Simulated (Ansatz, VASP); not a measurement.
## HfO2: VASP beside Ansatz

INCAR

```
SYSTEM = HfO2
PREC = Accurate ; ENCUT = 520
EDIFF = 1E-8 ; ISMEAR = -1
SIGMA = 0.01 ; LREAL = .False.
LASPH = .True. ; NELM = 60
ALGO = Normal ; ISIF = 2
LWAVE = .False. ; LCHARG = .False.
LEFG = .True. ; NBANDS = 18
```

KPOINTS

```
regular mesh
0
Gamma
  8 8 8
  0 0 0
```

The input POSCAR:

```
HfO2
1.0
    0.0000000000      2.5911551753      2.5911551753
    2.5911551753      0.0000000000      2.5911551753
    2.5911551753      2.5911551753      0.0000000000
Hf O
1 2
Direct
    0.0000000000      0.0000000000      0.0000000000
    0.2500000000      0.2500000000      0.2500000000
    0.7500000000      0.7500000000      0.7500000000
```

Input for Ansatz:

```yaml
crystal:
  lattice:
    - [0.0, 2.5911551753, 2.5911551753]
    - [2.5911551753, 0.0, 2.5911551753]
    - [2.5911551753, 2.5911551753, 0.0]
  atoms:
    - { symbol: Hf, position: [0.0, 0.0, 0.0] }
    - { symbol: O, position: [0.25, 0.25, 0.25] }
    - { symbol: O, position: [0.75, 0.75, 0.75] }
kpoints:
  mp_grid: { grid: [8, 8, 8] }
scf:
  occupations: { method: fermi_dirac, width: 0.01 }
hamiltonian:
  xc: lda
  pseudopotentials: { kind: all_electron, datasets: crystal }
output:
  forces: true
  stress: true
  eigenvalues: true
  efg: { contact_densities: true }
```

Change from the starting cell: volume scaled by 1.04, crystal datasets.

Alike in both runs: task electric field gradients; functional LDA; k mesh 8 × 8 × 8; occupations fermi-dirac, width 0.01 eV; no spin polarisation.

|  | VASP | Ansatz |
| --- | --- | --- |
| version | VASP 6.6.1 | Ansatz 0.2.0 |
| potentials or method | VASP PAW LDA potentials, release 64 (Hf_pv, O), cutoff 520 eV | all-electron PAW with datasets made for the crystal, scalar-relativistic |

```csv
,VASP,Ansatz,Ansatz less VASP
gap on the k mesh at the Fermi level (eV),3.42,3.41,-0.015
pressure (GPa),-26.6,-24.0,+2.55
```

LDA's correlation is that of Perdew and Zunger in VASP and of Perdew and Wang (1992) in Ansatz. Ansatz ran all-electron here, and VASP with PAW potentials.

Spin-orbit coupling is off throughout.
